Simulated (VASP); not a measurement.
# Cu (Fm-3m) in VASP: relaxation of cell and atoms with PBEsol

Aim: the relaxation of cell and atoms of Cu with PBEsol.

Everything below comes from runs of VASP 6.6.1. Logs are shortened: lines on timing, memory, paths and dates and some standing lists are left out, and cuts for length are marked.

## Step 1: The cell of the first run

Symmetry: Fm-3m, No. 225, cubic system. The conventional cell has a = 3.615 Å, b = 3.615 Å, c = 3.615 Å, α = 90.00°, β = 90.00°, γ = 90.00°. Within 3.4 Å of Cu (site symmetry m-3m) lie 12 Cu at 2.56 Å.

## Step 2: Relaxation of cell and atoms, PBEsol

The input, INCAR:

```
ALGO     = Normal         # electronic algorithm
EDIFF    = 1E-7           # SCF threshold, eV
EDIFFG   = -0.005         # ionic threshold
ENCUT    = 600            # plane-wave cutoff, eV
GGA      = PS             # functional
IBRION   = 2              # ionic algorithm
ISIF     = 3              # what is computed and relaxed
ISMEAR   = -1             # smearing method
LASPH    = True           # aspherical terms in the spheres
LCHARG   = False          # write CHGCAR
LREAL    = False          # projectors in reciprocal space
LWAVE    = False          # write WAVECAR
NELM     = 80             # most SCF steps
NSW      = 60             # ionic steps
PREC     = Accurate       # precision mode
SIGMA    = 0.1            # smearing width, eV
```

The input, KPOINTS:

```
k-points
0
Gamma
  18 18 18
```

The input, POSCAR:

```
Cu
1.0
    0.0000000000      1.8074791684      1.8074791684
    1.8074791684      0.0000000000      1.8074791684
    1.8074791684      1.8074791684      0.0000000000
Cu
1
Direct
    0.0000000000      0.0000000000      0.0000000000
```

Potentials or basis: VASP PAW PBE potentials, release 64 (Cu).

The run is started by

```console
$ cat potpaw_PBE.64/Cu/POTCAR > POTCAR
$ mpirun -np 1 vasp_std > vasp.out
```

OUTCAR:

```text
EDIFF = 1E-7
   EDIFFG = -0.005
   ENCUT = 600
   GGA = PS
   IBRION = 2
   ISIF = 3
   ISMEAR = -1
   LASPH = True
   LREAL = False
   NELM = 80
   NSW = 60
   PREC = Accurate

 ion  position               nearest neighbor table
   1  0.000  0.000  0.000-

  LATTYP: Found a face centered cubic cell.
 ALAT       =     3.6149583368

  Lattice vectors:

 A1 = (   0.0000000000,   1.8074791684,   1.8074791684)
 A2 = (   1.8074791684,   0.0000000000,   1.8074791684)
 A3 = (   1.8074791684,   1.8074791684,   0.0000000000)

Analysis of symmetry for initial positions (statically):
=====================================================================
 Subroutine PRICEL returns:
 Original cell was already a primitive cell.

 Routine SETGRP: Setting up the symmetry group for a
 face centered cubic supercell.

 Subroutine GETGRP returns: Found 48 space group operations
 (whereof 48 operations were pure point group operations)
 out of a pool of 48 trial point group operations.

The static configuration has the point symmetry O_h .

Analysis of symmetry for dynamics (positions and initial velocities):
=====================================================================
 Subroutine PRICEL returns:
 Original cell was already a primitive cell.

 Routine SETGRP: Setting up the symmetry group for a
 face centered cubic supercell.

 Subroutine GETGRP returns: Found 48 space group operations
 (whereof 48 operations were pure point group operations)
 out of a pool of 48 trial point group operations.

The dynamic configuration has the point symmetry O_h .

 Subroutine INISYM returns: Found 48 space group operations
 (whereof 48 operations are pure point group operations),
 and found     1 'primitive' translations

----------------------------------------------------------------------------------------

                                     Primitive cell

  volume of cell :      11.8100

  direct lattice vectors                    reciprocal lattice vectors
     0.000000000  1.807479168  1.807479168    -0.276628361  0.276628361  0.276628361
     1.807479168  0.000000000  1.807479168     0.276628361 -0.276628361  0.276628361
     1.807479168  1.807479168  0.000000000     0.276628361  0.276628361 -0.276628361

  length of vectors
     2.556161554  2.556161554  2.556161554     0.479134376  0.479134376  0.479134376

  position of ions in fractional coordinates (direct lattice)
[... 93 lines left out ...]
   EFERMI_NEDOS =   21; number of points for ismear=-14 and -15
   IALGO  =     38    algorithm
   IMIX   =      4    mixing-type and parameters
     AMIX     =   0.40;   BMIX     =  1.00
     AMIX_MAG =   1.60;   BMIX_MAG =  1.00
  volume/ion in A,a.u.               =      11.81        79.70
  Fermi-wavevector in a.u.,A,eV,Ry     =   1.598781  3.021259 34.777880  2.556102
  Thomas-Fermi vector in A             =   2.696177
   LORBIT       =      0    0 simple, 1 ext, 2 COOP (PROOUT), +10 PAW based schemes
   GGA     = PS    functional components
   LHFCALC =     F    Hartree Fock is set to
   AEXX    =    0.0000 exact exchange contribution
   IVDW    =     0    specifies the selected vdW correction
   LEPSILON=     F    determine dielectric tensor
   LRPA    =     F    only Hartree local field effects (RPA)
 conjugate gradient relaxation of ions
 non-spin polarized calculation
  energy-cutoff  :      600.00
  volume of cell :       11.81
 maximum number of plane-waves:       411
   NGX = 11   NGY = 11   NGZ = 11

--------------------------------------- Ionic step        1  -------------------------------------------

 number of electron      11.0000001 magnetization

 Free energy of the ion-electron system (eV)
  ---------------------------------------------------
  ext. energy  EPLUGINS =         0.00000000
  ---------------------------------------------------
  free energy    TOTEN  =        -4.30582825 eV

  energy without entropy =       -4.29578492  energy(sigma->0) =       -4.30080658

------------------------ aborting loop because EDIFF is reached ----------------------------------------

  FORCE on cell =-STRESS in cart. coord.  units (eV):
  Direction    XX          YY          ZZ          XY          YZ          ZX
  --------------------------------------------------------------------------------------
  -------------------------------------------------------------------------------------
  Total       -0.4163567     -0.4163567     -0.4163567      0.0000000      0.0000000      0.0000000
  in kB      -56.4841078    -56.4841078    -56.4841078      0.0000000      0.0000000      0.0000000
  external PRESSURE =     -56.4841078 kB  Pullay stress =       0.0000000 kB
[... 57 lines left out ...]
--------------------------------------- Ionic step        3  -------------------------------------------

 number of electron      11.0000013 magnetization

 Free energy of the ion-electron system (eV)
  ---------------------------------------------------
  ext. energy  EPLUGINS =         0.00000000
  ---------------------------------------------------
  free energy    TOTEN  =        -4.31393007 eV

  energy without entropy =       -4.30386646  energy(sigma->0) =       -4.30889827

 E-fermi :   7.8632     XC(G=0): -13.1317

 val. band max:        7.8315343491   @ k =   0.5000   0.1111   0.0000
 cond. band min:       7.8710315733   @ k =   0.5000   0.2778   0.1111
 fundamental gap:      0.0394972243
 Fermi energy:         7.8632034344

 k-point     1 :       0.0000    0.0000    0.0000
  band No.  band energies     occupation
      1      -1.8035      2.00000
      2       4.7340      2.00000
      3       4.7340      2.00000
      4       4.7340      2.00000
      5       5.6166      2.00000
      6       5.6166      2.00000
      7      30.7673      0.00000
      8      33.6793      0.00000
      9      33.6793      0.00000
[... 265 lines left out ...]
 k-point    24 :      -0.2222    0.0556    0.0000
  band No.  band energies     occupation
      1       0.3227      2.00000
      2       4.4188      2.00000
      3       4.9013      2.00000
      4       4.9426      2.00000
      5       5.5628      2.00000
      6       5.8222      2.00000
      7      21.1571      0.00000
      8      28.2615      0.00000
      9      31.9499      0.00000

 [... further k-points ...]

------------------------ aborting loop because EDIFF is reached ----------------------------------------

  FORCE on cell =-STRESS in cart. coord.  units (eV):
  Direction    XX          YY          ZZ          XY          YZ          ZX
  --------------------------------------------------------------------------------------
  -------------------------------------------------------------------------------------
  Total       -0.0002425     -0.0002425     -0.0002425      0.0000000      0.0000000      0.0000000
  in kB       -0.0341678     -0.0341678     -0.0341678      0.0000000      0.0000000      0.0000000
  external PRESSURE =      -0.0341678 kB  Pullay stress =       0.0000000 kB
[... 16 lines left out ...]
  FREE ENERGIE OF THE ION-ELECTRON SYSTEM (eV)
  ---------------------------------------------------
  free  energy   TOTEN  =        -4.3139300728 eV

  energy  without entropy=       -4.3038664636  energy(sigma->0) =       -4.30889827

 reached required accuracy - stopping structural energy minimisation
```

It took 76 s on 1 thread of Intel Xeon 6975P-C, shared host; peak memory 0.15 GiB.

Results:

- Free energy: -4.3139 eV
- Relaxed volume: 11.37 Å³/atom
- Relaxed cell: a = 2.524 Å, b = 2.524 Å, c = 2.524 Å, α = 60.00°, β = 60.00°, γ = 60.00°
- Space group after relaxing (to 0.05 Å): Fm-3m (No. 225)
- Energy gained by relaxing: 8.1 meV/atom
- Ionic steps: 3
- Pressure after relaxing: 0.0 GPa

Step by step:
| step | energy change (eV) | largest force (eV/Å) | pressure (GPa) | volume (Å³) |
| --- | --- | --- | --- | --- |
| 1 | 0.0000 | 0.0000 | -5.65 | 11.81 |
| 2 | -0.0050 | 0.0000 | 3.96 | 11.11 |
| 3 | -0.0081 | 0.0000 | 0.00 | 11.37 |

Final structure:
```cif
data_structure
_symmetry_space_group_name_H-M 'P 1'
_symmetry_Int_Tables_number 1
_cell_length_a 2.5239
_cell_length_b 2.5239
_cell_length_c 2.5239
_cell_angle_alpha 60.000
_cell_angle_beta 60.000
_cell_angle_gamma 60.000
_cell_volume 11.37
loop_
_atom_site_label
_atom_site_type_symbol
_atom_site_fract_x
_atom_site_fract_y
_atom_site_fract_z
_atom_site_occupancy
Cu1 Cu 0.00000 0.00000 0.00000 1
```

Levels at points of the mesh, in eV from the Fermi level:
| k point | band 3 | band 4 | band 5 | band 6 | band 7 | band 8 | band 9 |
| --- | --- | --- | --- | --- | --- | --- | --- |
| (0.00, 0.00, 0.00) | -3.13 | -3.13 | -2.25 | -2.25 | 22.90 | 25.82 | 25.82 |
| (0.50, 0.00, 0.00) | -3.16 | -1.65 | -1.65 | -1.14 | 3.95 | 21.38 | 22.63 |
| (0.50, 0.50, 0.00) | -1.66 | -1.50 | -1.50 | 1.44 | 7.38 | 13.35 | 13.35 |

Caveat: the PAW data sets were made with another functional, which shifts forces and pressure a little.
